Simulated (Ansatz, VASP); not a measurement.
# NaH: VASP beside Ansatz

The input POSCAR:

```
NaH
1.0
    2.9323912064      0.0000000000      0.0000000000
    0.0000000000      2.9323912064      0.0000000000
    0.0000000000      0.0000000000      2.9323912064
Na H
1 1
Direct
    0.0000000000      0.0000000000      0.0000000000
    0.5000000000      0.5000000000      0.5000000000
```

Contents of INCAR.step1:

```
PREC = Accurate ; ENCUT = 520
EDIFF = 1E-5 ; ISMEAR = 0
SIGMA = 0.01 ; LREAL = F
LASPH = T ; NELM = 80
ALGO = Normal ; ISIF = 2
LWAVE = T ; LCHARG = F
NBANDS = 11 ; GGA = PE
```

INCAR.step2

```
PREC = Accurate ; ENCUT = 520
EDIFF = 1E-7 ; ISMEAR = 0
SIGMA = 0.01 ; LREAL = F
LASPH = T ; NELM = 80
ALGO = Normal ; ISIF = 2
LWAVE = F ; LCHARG = F
GGA = PE ; LHFCALC = T
AEXX = 1.0 ; HFSCREEN = 0.3
PRECFOCK = Normal ; NBANDS = 11
ISTART = 1 ; ALDAC = 1.0
AGGAC = 1.0
```

KPOINTS

```
regular mesh
0
Gamma
  4 4 4
```

Input for Ansatz:

```yaml
crystal:
  lattice:
    - [2.9323912064, 0.0, 0.0]
    - [0.0, 2.9323912064, 0.0]
    - [0.0, 0.0, 2.9323912064]
  atoms:
    - { symbol: Na, position: [0.0, 0.0, 0.0] }
    - { symbol: H, position: [0.5, 0.5, 0.5] }
kpoints:
  mp_grid: { grid: [4, 4, 4] }
hamiltonian:
  xc: { exchange: pbe, correlation: pbe, exx: { coeff: 1.0, omega: 0.3 } }
scf:
  occupations: { method: fixed }
  n_extra_bands: 4
output:
  forces: true
  stress: true
  eigenvalues: true
```

Alike in both runs: task single point; functional PBE-based screened hybrid; k mesh 4 × 4 × 4; no spin polarisation.

```csv
,VASP,Ansatz
version,VASP 6.6.1,Ansatz 0.2.0
potentials or method,"VASP PAW PBE potentials, release 64 (Na_pv, H)",plane waves
plane-wave cutoff (eV),520,420
occupations,"gaussian, width 0.01 eV",fixed
valence electrons in the cell,8,10
```

Ansatz gave:

| Property | Result |
| --- | --- |
| gap on the k mesh at the Fermi level (eV) | 3.95 |
| pressure (GPa) | -1.0 |

Problem. What did VASP give for the same quantities?

Solution. gap on the k mesh at the Fermi level (eV): 3.93; pressure (GPa): -0.8.

VASP's potentials were made for PBE, not for PBE-based screened hybrid. VASP's potentials hold 8 valence electrons a cell and Ansatz's 10, so a difference there can come from the potentials and not from the codes. Ansatz's warnings: stress exchange threshold loose, stress scf threshold loose.

The k mesh is coarse, so the values compare programs but aren't converged.
